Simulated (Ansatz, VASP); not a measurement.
One calculation of Ta5Si, two programs

```
CELL_PARAMETERS angstrom
0.00000 3.82982 3.82982
3.82982 0.00000 3.82982
3.82982 3.82982 0.00000
ATOMIC_POSITIONS crystal
Ta 0.75000 0.75000 0.75000
Ta 0.37570 0.37570 0.87289
Ta 0.37570 0.87289 0.37570
Ta 0.37570 0.37570 0.37570
Ta 0.87289 0.37570 0.37570
Si 0.00000 0.00000 0.00000
```

Change from the starting cell: species swapped into the ZrCu5 type (F-43m, No. 216).

Alike in both runs: functional PBE; k mesh 4 × 4 × 4; occupations gaussian, width 0.1 eV; no spin polarisation.

Ansatz relaxed the structure, and its values are those at the end. VASP's run is a single point on that final structure, the one shown.

|  | VASP | Ansatz |
| --- | --- | --- |
| version | VASP 6.6.1 | Ansatz 0.2.0 |
| potentials or method | VASP PAW PBE potentials, release 64 (Ta_pv, Si), cutoff 520 eV | scalar-relativistic, plane waves, PAW |
| valence electrons in the cell | 59 | 69 |

Ansatz gave:

```
gap on the k mesh at the Fermi level (eV) : none
pressure (GPa)                            : 0.0
```

**Question.** What did VASP give for the same quantities?

**Answer.** gap on the k mesh at the Fermi level (eV): none; pressure (GPa): 0.2.

A gap of «none» marks a metal or a gap that the smearing closes. VASP's potentials hold 59 valence electrons a cell and Ansatz's 69, so a difference there can come from the potentials and not from the codes.

Neither program's run includes spin-orbit coupling.
